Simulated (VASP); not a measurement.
Set up this calculation in VASP 6.6.1, as the native input.

- Task: single point
- Functional: PBE
- Potentials or basis: VASP PAW PBE potentials, release 64 (Ti_sv, O)
- Cutoff: 520 eV
- k mesh: 8 × 8 × 8
- Occupations: gaussian, width 0.05 eV
- Spin: no spin polarisation
- Hubbard terms: Ti d U = 4.0 eV
- Dipole correction: no
- Further INCAR settings: ALGO = Normal; EDIFF = 1e-06; NBANDS = 33

The structure of TiO2 lies in POSCAR:

```
TiO2
1.0
   -1.9089353641      1.9089353641      5.0716748082
    1.9089353641     -1.9089353641      5.0716748082
    1.9089353641      1.9089353641     -5.0716748082
Ti O
2 4
Direct
    0.0000000000      0.0000000000      0.0000000000
    0.7500000000      0.2500000000      0.5000000000
    0.2052765759      0.2052765759      0.0000000000
    0.9552765759      0.4552765759      0.5000000000
    0.5447234241      0.0447234241      0.5000000000
    0.7947234241      0.7947234241      0.0000000000
```

This cell differs from its parent crystal: strain +0.0375 x Voigt [0, 0, 1, 0, 0, 0].

The input as run:

INCAR

```
ALGO = Normal ; EDIFF = 1E-6
ENCUT = 520 ; GGA = PE
ISIF = 2 ; ISMEAR = 0
LASPH = True ; LCHARG = False
LDAU = True ; LDAUJ = 0 0
LDAUL = 2 -1 ; LDAUPRINT = 1
LDAUTYPE = 2 ; LDAUU = 4 0
LMAXMIX = 4 ; LREAL = False
LWAVE = False ; NBANDS = 33
NELM = 150 ; PREC = Accurate
SIGMA = 0.05
```

KPOINTS

```
k-points
0
Gamma
  8 8 8
```

Potentials or basis: VASP PAW PBE potentials, release 64 (Ti_sv, O).

The run is started by

```sh
$ cat potpaw_PBE.64/Ti_sv/POTCAR potpaw_PBE.64/O/POTCAR > POTCAR
$ mpirun -np 1 vasp_std > vasp.out
```

It gave:

| Quantity | Value |
| --- | --- |
| Pressure | -3.0 GPa |
| Largest force | 0.381 eV/Å |
| Band gap on the k mesh | 2.58 eV, indirect (least direct gap 2.88 eV) |

Caveat: the cell differs from its parent crystal (strain +0.0375 x Voigt [0, 0, 1, 0, 0, 0]).

Wall time 5.9 min on 1 thread of Intel Xeon 6975P-C, with other jobs on the host, peak memory 0.38 GiB.
